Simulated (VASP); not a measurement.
AlAs5, 6 atoms in the cell. The structure is cubic, space group F-43m (No. 216). Conventional cell: a = 7.980 Å, b = 7.980 Å, c = 7.980 Å, α = 90.00°, β = 90.00°, γ = 90.00°. Al (site symmetry -43m) has 16 As at 3.31 to 3.46 Å within 4.4 Å. Within 4.3 Å of As (site symmetry -43m) lie 12 As at 3.31 Å and 4 Al at 3.46 Å. As (site symmetry 3m) has 9 As at 2.80 to 3.31 Å and 3 Al at 3.31 Å within 3.7 Å. The cell was built from a structure type or drawn by symmetry, and may not be a known phase.

* Program: VASP 6.6.1
* Task: relaxation of cell and atoms
* Functional: PBE
* Potentials or basis: VASP PAW PBE potentials, release 64 (Al, As)
* Cutoff: 600 eV
* k mesh: 8 × 8 × 8
* Occupations: gaussian, width 0.1 eV
* Spin: no spin polarisation
* Dipole correction: no
* Further INCAR settings: ALGO = Normal; EDIFF = 1e-06; IBRION = 2; EDIFFG = -0.01; NSW = 100; ISIF = 3

Potentials or basis: VASP PAW PBE potentials, release 64 (Al, As).

Command:

```sh
$ cat potpaw_PBE.64/Al/POTCAR potpaw_PBE.64/As/POTCAR > POTCAR
$ mpirun -np 1 vasp_std > vasp.out
```

Hardware: 1 thread of Intel(R) Xeon(R) Platinum 8559C (Emerald Rapids), with other jobs on the host.

**Question.** Estimate the wall time of this run.

**Answer.** It took 3.4 min on 1 thread of Intel(R) Xeon(R) Platinum 8559C (Emerald Rapids), with other jobs on the host, peak memory 0.37 GiB. Counts: scf iterations 49, k points 29, ion steps 8.
